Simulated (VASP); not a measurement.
## TiB2: relaxation of cell and atoms with LDA+U

Crystal: TiB2.

```
CELL_PARAMETERS angstrom
3.02920 0.00000 0.00000
-1.51460 2.62336 0.00000
0.00000 0.00000 3.22840
ATOMIC_POSITIONS crystal
Ti 0.00000 0.00000 0.00000
B 0.66667 0.33333 0.50000
B 0.33333 0.66667 0.50000
```

| Item | Value |
| --- | --- |
| Program | VASP 6.6.1 |
| Task | relaxation of cell and atoms |
| Functional | LDA |
| Potentials or basis | VASP PAW LDA potentials, release 64 (Ti_sv, B) |
| Cutoff | 600 eV |
| k mesh | 10 × 10 × 8 |
| Occupations | fermi-dirac, width 0.05 eV |
| Spin | no spin polarisation |
| Hubbard terms | Ti d U = 8.0 eV |
| Dipole correction | no |
| Further INCAR settings | ALGO = Normal; EDIFF = 1e-07; IBRION = 2; EDIFFG = -0.01; NSW = 60; ISIF = 3 |

```json
{
  "Relaxed volume": "8.75 Å³/atom",
  "Relaxed cell": "a = 3.032 Å, b = 3.032 Å, c = 3.297 Å, α = 90.00°, β = 90.00°, γ = 120.00°",
  "Space group after relaxing (to 0.1 Å)": "P6/mmm (No. 191)",
  "Energy gained by relaxing": "6.0 meV/atom",
  "Ionic steps": "5",
  "Pressure after relaxing": "0.0 GPa",
  "Band gap on the k mesh": "zero (bands 9 and 10 overlap by 0.42 eV)"
}
```

The path:
```csv
step,energy change (eV),largest force (eV/Å),pressure (GPa),volume (Å³)
1,0.0000,0.0000,5.73,25.66
2,-0.0089,0.0000,-5.21,26.80
3,-0.0159,0.0000,-1.05,26.34
4,-0.0180,0.0000,0.19,26.25
5,-0.0181,0.0000,0.02,26.26
```

Final structure:
```
Ti B
1.0
     3.03248    0.00000    0.00000
    -1.51624    2.62621    0.00000
     0.00000    0.00000    3.29739
Ti B
1 2
Direct
  0.00000 0.00000 0.00000
  0.66667 0.33333 0.50000
  0.33333 0.66667 0.50000
```

Levels at points of the mesh, in eV from the Fermi level:
| k point | band 7 | band 8 | band 9 | band 10 | band 11 | band 12 |
| --- | --- | --- | --- | --- | --- | --- |
| (0.00, 0.00, 0.00) | -2.66 | -2.66 | -2.11 | 2.10 | 2.10 | 3.36 |
| (0.50, 0.00, 0.00) | -3.73 | -3.41 | -2.18 | 1.52 | 2.51 | 2.89 |
| (0.00, 0.00, 0.50) | -0.96 | -0.96 | 0.05 | 0.05 | 0.53 | 0.53 |
| (0.50, 0.00, 0.50) | -4.73 | -4.07 | -3.94 | 2.66 | 3.05 | 4.37 |

Eigenvalues of the final occupation matrices:
```tsv
site	spin	trace	eigenvalues
site 1 d	1	0.89	0.15 0.18 0.18 0.19 0.19
site 1 d	2	0.89	0.15 0.18 0.18 0.19 0.19
```

It took 69 s on 1 thread of Intel(R) Xeon(R) Platinum 8488C (Sapphire Rapids), on a shared host, peak memory 0.16 GiB.

Caveat: U without spin polarisation on a metal has little footing; the U is typed as a test and isn't derived for this compound.
